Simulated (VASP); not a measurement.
# Rh3N2 (P-3m1) in VASP: a series of runs

Rh3N2 is run at these levels: PBE; tasks: single point.

Everything below comes from runs of VASP 6.6.1. Logs are shortened: lines on timing, memory, paths and dates and some standing lists are left out, and cuts for length are marked.

### 1 The cell of the first run

It takes space group P-3m1 (No. 164, trigonal). Conventional cell: a = 3.044 Å, b = 3.044 Å, c = 9.311 Å, α = 90.00°, β = 90.00°, γ = 120.00°. Rh (site symmetry -3m) has 12 Rh at 2.80 to 3.04 Å and 6 N at 3.37 Å within 3.7 Å. Rh (site symmetry 3m) has 3 N at 1.89 Å within 2.5 Å. Within 2.5 Å of N (site symmetry 3m) lie 3 Rh at 1.89 Å.

### 2 Single point, PBE

Contents of INCAR:

```
PREC = Accurate
ENCUT = 520
EDIFF = 1E-6
ISMEAR = 0
SIGMA = 0.1
LREAL = False
LASPH = True
NELM = 60
ALGO = Normal
ISIF = 2
LWAVE = False
LCHARG = False
GGA = PE
NBANDS = 36
```

Contents of KPOINTS:

```
Automatic mesh
0
Gamma
  6 6 4
```

Contents of POSCAR:

```
Rh3N2
1.0
    3.0435998040      0.0000000000      0.0000000000
   -1.5217999020      2.6358347492      0.0000000000
    0.0000000000      0.0000000000      9.3112078121
Rh N
3 2
Direct
    0.0000000000      0.0000000000      0.0000000000
    0.3333333333      0.6666666667      0.7665272634
    0.6666666667      0.3333333333      0.2334727366
    0.3333333333      0.6666666667      0.3086985303
    0.6666666667      0.3333333333      0.6913014697
```

Potentials or basis: VASP PAW PBE potentials, release 64 (Rh_pv, N).

Launch:

```sh
$ cat potpaw_PBE.64/Rh_pv/POTCAR potpaw_PBE.64/N/POTCAR > POTCAR
$ mpirun -np 1 vasp_std > vasp.out
```

OUTCAR:

```text
PREC = Accurate
   ENCUT = 520
   EDIFF = 1E-6
   ISMEAR = 0
   LREAL = False
   LASPH = True
   NELM = 60
   ISIF = 2
   GGA = PE

 ion  position               nearest neighbor table
   1  0.000  0.000  0.000-   2 2.80   3 2.80   2 2.80   3 2.80   3 2.80   2 2.80
   2  0.333  0.667  0.767-   5 1.89   5 1.89   5 1.89   1 2.80   1 2.80   1 2.80
   3  0.667  0.333  0.233-   4 1.89   4 1.89   4 1.89   1 2.80   1 2.80   1 2.80
   4  0.333  0.667  0.309-   3 1.89   3 1.89   3 1.89
   5  0.667  0.333  0.691-   2 1.89   2 1.89   2 1.89

  LATTYP: Found a hexagonal cell.
 ALAT       =     3.0435998040
 C/A-ratio  =     3.0592746786

  Lattice vectors:

 A1 = (   3.0435998040,   0.0000000000,   0.0000000000)
 A2 = (  -1.5217999020,   2.6358347492,   0.0000000000)
 A3 = (   0.0000000000,   0.0000000000,   9.3112078121)

Analysis of symmetry for initial positions (statically):
=====================================================================
 Subroutine PRICEL returns:
 Original cell was already a primitive cell.

 Routine SETGRP: Setting up the symmetry group for a
 hexagonal supercell.

 Subroutine GETGRP returns: Found 12 space group operations
 (whereof 12 operations were pure point group operations)
 out of a pool of 24 trial point group operations.

The static configuration has the point symmetry D_3d.

Analysis of symmetry for dynamics (positions and initial velocities):
=====================================================================
 Subroutine PRICEL returns:
 Original cell was already a primitive cell.

 Routine SETGRP: Setting up the symmetry group for a
 hexagonal supercell.

 Subroutine GETGRP returns: Found 12 space group operations
 (whereof 12 operations were pure point group operations)
 out of a pool of 24 trial point group operations.

The dynamic configuration has the point symmetry D_3d.

 Subroutine INISYM returns: Found 12 space group operations
 (whereof 12 operations are pure point group operations),
 and found     1 'primitive' translations

----------------------------------------------------------------------------------------

                                     Primitive cell

  volume of cell :      74.6985

  direct lattice vectors                    reciprocal lattice vectors
     3.043599804  0.000000000  0.000000000     0.328558307  0.189693227  0.000000000
    -1.521799902  2.635834749  0.000000000     0.000000000  0.379386454  0.000000000
     0.000000000  0.000000000  9.311207812     0.000000000  0.000000000  0.107397453

  length of vectors
     3.043599804  3.043599804  9.311207812     0.379386454  0.379386454  0.107397453

  position of ions in fractional coordinates (direct lattice)
     0.000000000  0.000000000  0.000000000
     0.333333333  0.666666667  0.766527263
     0.666666667  0.333333333  0.233472737
     0.333333333  0.666666667  0.308698530
     0.666666667  0.333333333  0.691301470

  ion indices of the primitive-cell ions
   primitive index   ion index
                 1           1
                 2           2
                 3           3
                 4           4
                 5           5

----------------------------------------------------------------------------------------

 KPOINTS: Automatic mesh

Automatic generation of k-mesh.
 Grid dimensions read from file:
 generate k-points for:    6    6    4

 Generating k-lattice:

  Cartesian coordinates                     Fractional coordinates (reciprocal lattice)
     0.054759718  0.031615538  0.000000000     0.166666667  0.000000000  0.000000000
     0.000000000  0.063231076  0.000000000     0.000000000  0.166666667  0.000000000
     0.000000000  0.000000000  0.026849363     0.000000000  0.000000000  0.250000000

  Length of vectors
     0.063231076  0.063231076  0.026849363

  Shift w.r.t. Gamma in fractional coordinates (k-lattice)
     0.000000000  0.000000000  0.000000000

 Subroutine IBZKPT returns following result:
 ===========================================

 Found     24 irreducible k-points:

 Following reciprocal coordinates:
            Coordinates               Weight
  0.000000  0.000000  0.000000      1.000000
  0.166667 -0.000000  0.000000      6.000000
  0.333333 -0.000000  0.000000      6.000000
  0.500000  0.000000  0.000000      3.000000
  0.166667  0.166667  0.000000      6.000000
  0.333333  0.166667  0.000000     12.000000
[... 16 lines left out ...]
  0.333333  0.166667  0.500000     12.000000
  0.333333  0.333333  0.500000      2.000000
   k-points           NKPTS =     24   k-points in BZ     NKDIM =     24   number of bands    NBANDS=     36
   number of dos      NEDOS =    301   number of ions     NIONS =      5
   total plane-waves  NPLWV =  40320
   dimension x,y,z NGX =    24 NGY =   24 NGZ =   70
   dimension x,y,z NGXF=    48 NGYF=   48 NGZF=  140
   ions per type =               3   2
   NGX,Y,Z   is equivalent  to a cutoff of  13.11, 13.11, 12.50 a.u.
   NGXF,Y,Z  is equivalent  to a cutoff of  26.22, 26.22, 25.00 a.u.
 SYSTEM =  unknown system
   PREC   = accura    normal or accurate (medium, high low for compatibility)
   ISTART =      0    job   : 0-new  1-cont  2-samecut
   ICHARG =      2    charge: 1-file 2-atom 10-const
   ISPIN  =      1    spin polarized calculation?
   LNONCOLLINEAR =      F non collinear calculations
   LSORBIT =      F    spin-orbit coupling
   LASPH  =      T    aspherical Exc in radial PAW
   ENCUT  =  520.0 eV  38.22 Ry    6.18 a.u.   5.66  5.66 17.31*2*pi/ulx,y,z
   NELM   =     60;   NELMIN=  2; NELMDL= -5     # of ELM steps
   EDIFF  = 0.1E-05   stopping-criterion for ELM
   LREAL  =      F    real-space projection
   EDIFFG = 0.1E-04   stopping-criterion for IOM
   NSW    =      0    number of steps for IOM
   IBRION =     -1    ionic relax: 0-MD 1-quasi-New 2-CG
   NFREE  =      0    steps in history (QN), initial steepest desc. (CG)
   ISIF   =      2    stress and relaxation
   ISYM   =      2    0-nonsym 1-usesym 2-fastsym
   POTIM  = 0.5000    time-step for ionic-motion
   TEBEG  =    0.0;   TEEND  =   0.0 temperature during run
   PSTRESS=    0.0 pullay stress
   NELECT =      55.0000    total number of electrons
   NUPDOWN=      -1.0000    fix difference up-down
   EMIN   =  10.00;   EMAX   =-10.00  energy-range for DOS
   EFERMI =   0.00;   METHOD = LEGACY
   ISMEAR =     0;   SIGMA  =   0.10  broadening in eV -4-tet -1-fermi 0-gaus
   EFERMI_NEDOS =   21; number of points for ismear=-14 and -15
   IALGO  =     38    algorithm
   IMIX   =      4    mixing-type and parameters
     AMIX     =   0.40;   BMIX     =  1.00
     AMIX_MAG =   1.60;   BMIX_MAG =  1.00
  volume/ion in A,a.u.               =      14.94       100.82
  Fermi-wavevector in a.u.,A,eV,Ry     =   1.478286  2.793556 29.733215  2.185330
  Thomas-Fermi vector in A             =   2.592586
   LORBIT       =      0    0 simple, 1 ext, 2 COOP (PROOUT), +10 PAW based schemes
   GGA     = PE    functional components
   LHFCALC =     F    Hartree Fock is set to
   AEXX    =    0.0000 exact exchange contribution
   IVDW    =     0    specifies the selected vdW correction
   LEPSILON=     F    determine dielectric tensor
   LRPA    =     F    only Hartree local field effects (RPA)
 non-spin polarized calculation
 Gauss-broadening in eV      SIGMA  =   0.10
  energy-cutoff  :      520.00
  volume of cell :       74.70
 maximum number of plane-waves:      2038
 NGX is ok and might be reduce to    24
   NGX = 11   NGY = 11   NGZ = 35

 number of electron      55.0000011 magnetization

 Free energy of the ion-electron system (eV)
  ---------------------------------------------------
  ext. energy  EPLUGINS =         0.00000000
  ---------------------------------------------------
  free energy    TOTEN  =       -35.85762430 eV

  energy without entropy =      -35.84448067  energy(sigma->0) =      -35.85105248

 E-fermi :   6.4722     XC(G=0): -11.2153

 val. band max:        6.4190207365   @ k =   0.1667   0.1667   0.5000
 cond. band min:       6.6639862808   @ k =   0.5000   0.0000   0.5000
 fundamental gap:      0.2449655442
 Fermi energy:         6.4721905848

 k-point     1 :       0.0000    0.0000    0.0000
  band No.  band energies     occupation
      1     -41.0931      2.00000
      2     -41.0931      2.00000
      3     -41.0927      2.00000
      4     -41.0927      2.00000
      5     -40.8079      2.00000
      6     -40.7926      2.00000
[... 28 lines left out ...]
     35      12.3257      0.00000
     36      14.7299      0.00000

 k-point     2 :       0.1667   -0.0000    0.0000
  band No.  band energies     occupation
      1     -41.1437      2.00000
      2     -41.1427      2.00000
      3     -41.1051      2.00000
      4     -41.1045      2.00000
      5     -40.7984      2.00000
      6     -40.7875      2.00000
[... 28 lines left out ...]
     35      12.9425      0.00000
     36      15.6679      0.00000

 k-point     3 :       0.3333   -0.0000    0.0000
  band No.  band energies     occupation
      1     -41.2440      2.00000
      2     -41.2405      2.00000
      3     -41.1289      2.00000
      4     -41.1280      2.00000
      5     -40.7808      2.00000
      6     -40.7762      2.00000
[... 28 lines left out ...]
     35      14.0763      0.00000
     36      15.0691      0.00000

 k-point     4 :       0.5000    0.0000    0.0000
  band No.  band energies     occupation
      1     -41.2935      2.00000
      2     -41.2888      2.00000
      3     -41.1408      2.00000
      4     -41.1397      2.00000
      5     -40.7750      2.00000
      6     -40.7677      2.00000
[... 28 lines left out ...]
     35      14.2226      0.00000
     36      15.3725      0.00000

 k-point     5 :       0.1667    0.1667    0.0000
  band No.  band energies     occupation
      1     -41.2100      2.00000
      2     -41.2072      2.00000
      3     -41.1320      2.00000
      4     -41.1316      2.00000
      5     -40.7842      2.00000
      6     -40.7799      2.00000
[... 655 lines left out ...]
 k-point    22 :       0.1667    0.1667    0.5000
  band No.  band energies     occupation
      1     -41.2100      2.00000
      2     -41.2072      2.00000
      3     -41.1320      2.00000
      4     -41.1316      2.00000
      5     -40.7842      2.00000
      6     -40.7799      2.00000
[... 28 lines left out ...]
     35      14.0827      0.00000
     36      15.9112      0.00000

 k-point    23 :       0.3333    0.1667    0.5000
  band No.  band energies     occupation
      1     -41.2687      2.00000
      2     -41.2651      2.00000
      3     -41.1654      2.00000
      4     -41.1647      2.00000
      5     -40.7732      2.00000
      6     -40.7694      2.00000
[... 28 lines left out ...]
     35      14.5512      0.00000
     36      15.5729      0.00000

 k-point    24 :       0.3333    0.3333    0.5000
  band No.  band energies     occupation
      1     -41.2467      2.00000
      2     -41.2467      2.00000
      3     -41.2187      2.00000
      4     -41.2135      2.00000
      5     -40.7677      2.00000
      6     -40.7677      2.00000
[... 28 lines left out ...]
     35      13.8220      0.00000
     36      15.8302      0.00000

------------------------ aborting loop because EDIFF is reached ----------------------------------------

  FORCE on cell =-STRESS in cart. coord.  units (eV):
  Direction    XX          YY          ZZ          XY          YZ          ZX
  --------------------------------------------------------------------------------------
  -------------------------------------------------------------------------------------
  Total        0.0596035      0.0596035      0.0216490      0.0000000      0.0000000      0.0000000
  in kB        1.2784106      1.2784106      0.4643402      0.0000000      0.0000000      0.0000000
  external PRESSURE =       1.0070538 kB  Pullay stress =       0.0000000 kB

 VOLUME and BASIS-vectors are now :
 -----------------------------------------------------------------------------
  energy-cutoff  :      520.00
  volume of cell :       74.70
      direct lattice vectors                 reciprocal lattice vectors
     3.043599804  0.000000000  0.000000000     0.328558307  0.189693227  0.000000000
    -1.521799902  2.635834749  0.000000000     0.000000000  0.379386454  0.000000000
     0.000000000  0.000000000  9.311207812     0.000000000  0.000000000  0.107397453

 POSITION                                       TOTAL-FORCE (eV/Angst)
 -----------------------------------------------------------------------------------
      0.00000      0.00000      0.00000        -0.000000      0.000000      0.000000
     -0.00000      1.75722      7.13729         0.000000     -0.000000      0.020464
      1.52180      0.87861      2.17391        -0.000000      0.000000     -0.020464
     -0.00000      1.75722      2.87436         0.000000      0.000000      0.016138
      1.52180      0.87861      6.43685        -0.000000      0.000000     -0.016138
 -----------------------------------------------------------------------------------
    total drift:                               -0.000000      0.000000     -0.000000

  FREE ENERGIE OF THE ION-ELECTRON SYSTEM (eV)
  ---------------------------------------------------
  free  energy   TOTEN  =       -35.8576243006 eV

  energy  without entropy=      -35.8444806687  energy(sigma->0) =      -35.85105248
```

Wall time 92 s (1 thread of Intel Xeon Platinum 8259CL at 2.50GHz (Skylake/Cascade Lake), shared host); peak memory 0.21 GiB.

What came out:

| Property | Result |
| --- | --- |
| Free energy | -35.8576 eV |
| Pressure | 0.1 GPa |
| Largest force | 0.020 eV/Å |
| Band gap on the k mesh | zero (an odd number of electrons rules out a gap without spin polarisation) |

Forces in eV/Å, atoms in the order of the input:
```
Rh   0.000  0.000  0.000
Rh   0.000  0.000  0.020
Rh   0.000  0.000 -0.020
N    0.000  0.000  0.016
N    0.000  0.000 -0.016
```

Caveat: the k points lie up to 0.40 Å⁻¹ apart, too coarse for converged energies and pressures of a metal.

[end of part 1 of 2]
